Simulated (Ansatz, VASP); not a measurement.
**Two plane-wave programs on GdN**

```
Gd N
1.0
     0.00000    2.49950    2.49950
     2.49950    0.00000    2.49950
     2.49950    2.49950    0.00000
Gd N
1 1
Direct
  0.50000 0.50000 0.50000
  0.00000 0.00000 0.00000
```

Alike in both runs: task single point; functional PBE; k mesh 6 × 6 × 6; occupations gaussian, width 0.1 eV; collinear spin; Hubbard terms Gd f U = 6.0 eV.

```csv
,VASP,Ansatz
version,VASP 6.6.1,Ansatz 0.2.0
potentials or method,"VASP PAW PBE potentials, release 64 (Gd, N), cutoff 520 eV","scalar-relativistic, plane waves, PAW"
valence electrons in the cell,23,23
```

VASP gave:

| Quantity | Value |
| --- | --- |
| gap on the k mesh at the Fermi level (eV) | none |
| pressure (GPa) | 0.7 |
| net moment per atom (μB) | 3.50 |
| size of the moment on the site where the two differ most (μB) | 6.87 |

What did Ansatz give for the same quantities?

gap on the k mesh at the Fermi level (eV): none; pressure (GPa): 0.4; net moment per atom (μB): 3.50; size of the moment on the site where the two differ most (μB): 6.93.

Site moments also hang on the region over which each program counts them. The programs project onto different local orbitals, so the same U acts differently, and such runs can settle in different states. A gap of «none» marks a metal or a gap that the smearing closes. Ansatz's warnings: filled band counts differ across k points.

The k mesh is coarse, so the values compare programs but aren't converged. Spin-orbit coupling is off throughout.
